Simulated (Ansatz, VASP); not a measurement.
**Two plane-wave programs on Ag**

INCAR

```
PREC = Accurate ; ENCUT = 520
EDIFF = 1E-6 ; ISMEAR = 0
SIGMA = 0.1 ; LREAL = Auto
LASPH = True ; NELM = 60
ALGO = Normal ; ISIF = 2
LWAVE = False ; LCHARG = True
LDIPOL = True ; IDIPOL = 3
DIPOL = 0.5 0.5 0.445 ; GGA = PE
IVDW = 12 ; LELF = True
LVHAR = True ; LVACPOTAV = True
NBANDS = 102
```

File KPOINTS:

```
Automatic mesh
0
Gamma
  3 3 1
```

The input POSCAR:

```
Ag
1.0
    5.7606628207      0.0000000000      0.0000000000
    0.0000000000      5.7606628207      0.0000000000
    0.0000000000      0.0000000000     24.8594056170
Ag
16
Direct
    0.2500000000      0.2500000000      0.3218097859
    0.2500000000      0.7500000000      0.3218097859
    0.7500000000      0.2500000000      0.3218097859
    0.7500000000      0.7500000000      0.3218097859
    0.5000000000      0.5000000000      0.4037386101
    0.5000000000      0.0000000000      0.4037386101
    0.0000000000      0.5000000000      0.4037386101
    0.0000000000      0.0000000000      0.4037386101
    0.7491086841      0.7486078614      0.4868180261
    0.7491580724      0.2511069894      0.4866130495
    0.2509445508      0.7485914109      0.4868288384
    0.2509108672      0.2511393465      0.4865272244
    0.0001668304      0.0001986006      0.5686101057
    0.0002307975      0.4985367562      0.5678690822
    0.4998363466      0.0019339417      0.5671938461
    0.4997845120      0.4959068784      0.5705345126
```

Input for Ansatz:

```yaml
crystal:
  lattice:
    - [5.7606628207, 0.0, 0.0]
    - [0.0, 5.7606628207, 0.0]
    - [0.0, 0.0, 24.859405617]
  atoms:
    - { symbol: Ag, position: [0.25, 0.25, 0.3218097859] }
    - { symbol: Ag, position: [0.25, 0.75, 0.3218097859] }
    - { symbol: Ag, position: [0.75, 0.25, 0.3218097859] }
    - { symbol: Ag, position: [0.75, 0.75, 0.3218097859] }
    - { symbol: Ag, position: [0.5, 0.5, 0.4037386101] }
    - { symbol: Ag, position: [0.5, 0.0, 0.4037386101] }
    - { symbol: Ag, position: [0.0, 0.5, 0.4037386101] }
    - { symbol: Ag, position: [0.0, 0.0, 0.4037386101] }
    - { symbol: Ag, position: [0.7491086841, 0.7486078614, 0.4868180261] }
    - { symbol: Ag, position: [0.7491580724, 0.2511069894, 0.4866130495] }
    - { symbol: Ag, position: [0.2509445508, 0.7485914109, 0.4868288384] }
    - { symbol: Ag, position: [0.2509108672, 0.2511393465, 0.4865272244] }
    - { symbol: Ag, position: [0.0001668304, 0.0001986006, 0.5686101057] }
    - { symbol: Ag, position: [0.0002307975, 0.4985367562, 0.5678690822] }
    - { symbol: Ag, position: [0.4998363466, 0.0019339417, 0.5671938461] }
    - { symbol: Ag, position: [0.499784512, 0.4959068784, 0.5705345126] }
basis:
  ecutwfc: 420
kpoints:
  mp_grid: { grid: [3, 3, 1] }
hamiltonian:
  xc: pbe
  dispersion: d3bj
scf:
  occupations: { method: gaussian, width: 0.1 }
output:
  forces: true
  eigenvalues: true
  write_density: true
  volumetric_format: npy
efield:
  axis: 3
  dipole_correction: true
  ramp_width: 0.04
```

Alike in both runs: task single point; functional PBE; dispersion D3(BJ); k mesh 3 × 3 × 1; occupations gaussian, width 0.1 eV; no spin polarisation.

```csv
,VASP,Ansatz
version,VASP 6.6.1,Ansatz 0.2.0
potentials or method,"VASP PAW PBE potentials, release 64 (Ag), cutoff 520 eV","scalar-relativistic, plane waves, PAW"
valence electrons in the cell,176,304
```

|  | VASP | Ansatz | Ansatz less VASP |
| --- | --- | --- | --- |
| gap on the k mesh at the Fermi level (eV) | none | none | - |
| rms of the force components (eV/Å) | 0.039 | 0.039 | +0.0002 |
| work function, face that differs most (eV) | 4.06 | 4.07 | +0.010 |

Atom by atom the forces differ by 0.004 eV/Å (rms over components). A gap of «none» marks a metal or a gap that the smearing closes. VASP's potentials hold 176 valence electrons a cell and Ansatz's 304, so a difference there can come from the potentials and not from the codes.

The k mesh is coarse, so the values compare programs but aren't converged.
